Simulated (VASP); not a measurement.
Input of a VASP 6.6.1 run:

File INCAR:

```
PREC     = Accurate       # precision mode
ENCUT    = 600            # plane-wave cutoff, eV
EDIFF    = 1E-6           # SCF threshold, eV
ISMEAR   = 0              # smearing method
SIGMA    = 0.1            # smearing width, eV
LREAL    = False          # projectors in reciprocal space
LASPH    = True           # aspherical terms in the spheres
NELM     = 100            # most SCF steps
ALGO     = Normal         # electronic algorithm
ISIF     = 3              # what is computed and relaxed
LWAVE    = False          # write WAVECAR
LCHARG   = False          # write CHGCAR
GGA      = PE             # functional
IBRION   = 2              # ionic algorithm
NSW      = 100            # ionic steps
EDIFFG   = -0.01          # ionic threshold
```

Contents of KPOINTS:

```
regular mesh
0
Gamma
  10 10 10
```

The input POSCAR:

```
HfHF3
1.0
    3.5902897364      0.0000000000      0.0000000000
    0.0000000000      3.5902897364      0.0000000000
    0.0000000000      0.0000000000      3.5902897364
Hf H F
1 1 3
Direct
    0.5000000000      0.5000000000      0.5000000000
    0.0000000000      0.0000000000      0.0000000000
    0.5000000000      0.0000000000      0.0000000000
    0.0000000000      0.5000000000      0.0000000000
    0.0000000000      0.0000000000      0.5000000000
```

Potentials or basis: VASP PAW PBE potentials, release 64 (Hf_pv, H, F).

Run with:

```sh
$ cat potpaw_PBE.64/Hf_pv/POTCAR potpaw_PBE.64/H/POTCAR potpaw_PBE.64/F/POTCAR > POTCAR
$ mpirun -np 1 vasp_std > vasp.out
```

Task: What does it give for the space group after relaxing (to 0.1 Å)?

Result: Pm-3m (No. 221).

Task: Estimate the relaxed volume.

Result: 9.10 Å³/atom.

Task: What does it give for the band gap on the k mesh?

Result: Zero (bands 16 and 17 overlap by 2.59 eV).

Final structure:
```yaml
crystal:
  lattice:
    - [3.57063, 0.00000, 0.00000]
    - [0.00000, 3.57063, 0.00000]
    - [0.00000, 0.00000, 3.57063]
  atoms:
    - { symbol: Hf, position: [0.50000, 0.50000, 0.50000] }
    - { symbol: H, position: [0.00000, 0.00000, 0.00000] }
    - { symbol: F, position: [0.50000, 0.00000, 0.00000] }
    - { symbol: F, position: [0.00000, 0.50000, 0.00000] }
    - { symbol: F, position: [0.00000, 0.00000, 0.50000] }
```

Caveat: spin-orbit coupling is left out, which moves the levels of the heavy elements.
